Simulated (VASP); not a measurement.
**Ge: single point with LDA**

The system is Ge.

```
Ge
1.0
     2.43340    0.00000    0.00000
     0.00000    2.43340    0.00000
     0.00000    0.00000    2.43340
Ge
1
Direct
  0.00000 0.00000 0.00000
```

This cell differs from its parent crystal: volume scaled by 0.78.

```json
{
  "Program": "VASP 6.6.1",
  "Task": "single point",
  "Functional": "LDA",
  "Potentials or basis": "VASP PAW LDA potentials, release 64 (Ge_d)",
  "Cutoff": "520 eV",
  "k mesh": "15 × 15 × 15",
  "Occupations": "fermi-dirac, width 0.08 eV",
  "Spin": "no spin polarisation"
}
```

```json
{"Pressure": "37.0 GPa", "Band gap on the k mesh": "zero (band 7 reaches 17.94 eV, above the bottom of band 8 at 6.68 eV)"}
```

Levels at points of the mesh, in eV from the Fermi level:
| k point | band 5 | band 6 | band 7 | band 8 | band 9 | band 10 |
| --- | --- | --- | --- | --- | --- | --- |
| (0.00, 0.00, 0.00) | -24.71 | -15.78 | 8.36 | 8.36 | 8.36 | 11.50 |

It took 11 s on 1 thread of Intel(R) Xeon(R) Platinum 8488C (Sapphire Rapids) (shared host), peak memory 0.13 GiB.
